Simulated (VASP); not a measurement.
BaTe: single point with r2SCAN

The system is BaTe.

```
Ba Te
1.0
     0.00000    3.41000    3.41000
     3.41000    0.00000    3.41000
     3.41000    3.41000    0.00000
Ba Te
1 1
Direct
  0.00000 0.00000 0.00000
  0.51100 0.48900 0.51100
```

This cell differs from its parent crystal: all Te atoms moved +0.075 Å, as atom 2 along Cartesian [0 1 0].

| Property | Result |
| --- | --- |
| Program | VASP 6.6.1 |
| Task | single point |
| Functional | r2SCAN |
| Potentials or basis | VASP PAW PBE potentials, release 64 (Ba_sv, Te) |
| Cutoff | 520 eV |
| k mesh | 8 × 8 × 8 |
| Occupations | gaussian, width 0.05 eV |
| Spin | no spin polarisation |
| Dipole correction | no |
| Further INCAR settings | ALGO = Normal; EDIFF = 1e-06; NBANDS = 15 |

```yaml
Pressure: 4.6 GPa
Largest_force: 0.255 eV/Å
Band_gap_on_the_k_mesh: 1.69 eV, indirect (least direct gap 2.07 eV)
```

Forces on the atoms (eV/Å):
```
Ba   0.000  0.255  0.000
Te   0.000 -0.255  0.000
```

Stress tensor (GPa, compression positive):
```
4.47 0.00 0.00
0.00 4.74 0.00
0.00 0.00 4.47
```

Levels at points of the mesh, in eV from the valence-band top:
| k point | band 4 | band 5 | band 6 | band 7 | band 8 | band 9 | band 10 | band 11 | band 12 | band 13 |
| --- | --- | --- | --- | --- | --- | --- | --- | --- | --- | --- |
| (0.00, 0.00, 0.00) | -12.35 | -9.99 | 0.00 | 0.00 | 0.00 | 3.29 | 3.30 | 3.30 | 3.95 | 4.06 |
| (0.50, 0.00, 0.00) | -12.36 | -8.96 | -2.44 | -1.29 | -1.28 | 4.76 | 5.47 | 5.58 | 5.58 | 7.65 |
| (0.50, 0.50, 0.00) | -12.47 | -9.76 | -1.15 | -0.39 | -0.37 | 1.72 | 5.07 | 5.74 | 6.54 | 6.55 |
| (0.50, 0.00, 0.50) | -12.47 | -9.76 | -1.14 | -0.37 | -0.37 | 1.69 | 5.07 | 5.75 | 6.54 | 6.54 |

It took 10 min on 1 thread of AMD EPYC 7571 (shared host), peak memory 0.23 GiB.

Caveat: the cell differs from its parent crystal (all Te atoms moved +0.075 Å, as atom 2 along Cartesian [0 1 0]); the PAW data sets were made with another functional, which shifts forces and pressure a little; spin-orbit coupling is left out, which moves the levels of the heavy elements. A k mesh can miss the band edges.
